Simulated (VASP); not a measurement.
Zr2BN3: single point with PBE

Zr2BN3:

```xyz
6
Lattice="3.0631 0.0000 0.0000 0.0000 3.0631 0.0000 0.0000 0.0000 6.7872" Properties=species:S:1:pos:R:3 pbc="T T T"
Zr    0.0000    1.5315    4.7822
Zr    1.5315    0.0000    2.0050
B     0.0000    0.0000    0.0000
N     1.5315    1.5315    0.0000
N     0.0000    1.5315    2.4588
N     1.5315    0.0000    4.3284
```

The cell was generated, and may not be a known phase.

| Item | Value |
| --- | --- |
| Program | VASP 6.6.1 |
| Task | single point |
| Functional | PBE |
| Potentials or basis | VASP PAW PBE potentials, release 64 (Zr_sv, B, N) |
| Cutoff | 520 eV |
| k mesh | 6 × 6 × 4 |
| Occupations | gaussian, width 0.1 eV |
| Spin | no spin polarisation |

| Item | Value |
| --- | --- |
| Pressure | -0.1 GPa |
| Band gap on the k mesh | zero (bands 21 and 22 overlap by 1.73 eV) |

Forces in eV/Å, atoms in the order of the input:
```
Zr   0.000  0.000  0.000
Zr   0.000  0.000  0.000
B    0.000  0.000  0.000
N    0.000  0.000  0.000
N    0.000  0.000  0.002
N    0.000  0.000 -0.002
```

Stress tensor (GPa, compression positive):
```
-0.02  0.00  0.00
 0.00 -0.02  0.00
 0.00  0.00 -0.17
```

Levels at points of the mesh, in eV from the Fermi level:
```tsv
k point	band 18	band 19	band 20	band 21	band 22	band 23	band 24	band 25
(0.00, 0.00, 0.00)	-1.71	-1.50	-0.33	-0.33	0.07	0.39	4.16	4.16
(0.50, 0.00, 0.00)	-3.00	-1.30	-1.05	0.74	1.98	1.98	2.15	4.36
(0.50, 0.50, 0.00)	-2.51	-2.51	-1.23	-1.15	-0.99	3.85	5.25	5.99
(0.00, 0.00, 0.50)	-1.84	-1.75	-0.79	-0.32	-0.32	0.92	3.64	4.17
(0.50, 0.00, 0.50)	-2.81	-1.55	-1.18	-0.11	2.23	2.32	2.65	4.67
(0.50, 0.50, 0.50)	-1.78	-1.78	-1.15	-1.13	-0.87	4.24	5.26	5.26
```

Run time: 58 s on 1 thread of Intel(R) Xeon(R) Platinum 8259CL CPU @ 2.50GHz (Skylake/Cascade Lake), with other jobs on the host, peak memory 0.2 GiB.
